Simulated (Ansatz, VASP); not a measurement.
**Rh in VASP and in Ansatz**

```xyz
2
Lattice="-2.3494 2.3494 1.2816 2.3494 -2.3494 1.2816 2.3494 2.3494 -1.2816" Properties=species:S:1:pos:R:3 pbc="T T T"
Rh    0.0000    0.0000    0.0000
Rh    0.0000    2.3494    0.6408
```

Alike in both runs: task relaxation of cell and atoms; functional r2SCAN; k mesh 8 × 8 × 8; occupations gaussian, width 0.1 eV; no spin polarisation.

|  | VASP | Ansatz |
| --- | --- | --- |
| version | VASP 6.6.1 | Ansatz 0.2.0 |
| potentials or method | VASP PAW PBE potentials, release 64 (Rh_pv), cutoff 550 eV | scalar-relativistic, plane waves, PAW |
| valence electrons in the cell | 30 | 34 |

|  | VASP | Ansatz | Ansatz less VASP |
| --- | --- | --- | --- |
| gap on the k mesh at the Fermi level, each at its own relaxed structure (eV) | none | none | - |
| relaxed volume (Å³/atom) | 15.30 | 15.23 | -0.068 |
| relaxed cell length with the largest relative difference (Å) | 3.626 | 3.621 | -0.0056 |

VASP's potentials were made for PBE, not for r2SCAN. A gap of «none» marks a metal or a gap that the smearing closes. VASP's potentials hold 30 valence electrons a cell and Ansatz's 34, so a difference there can come from the potentials and not from the codes.
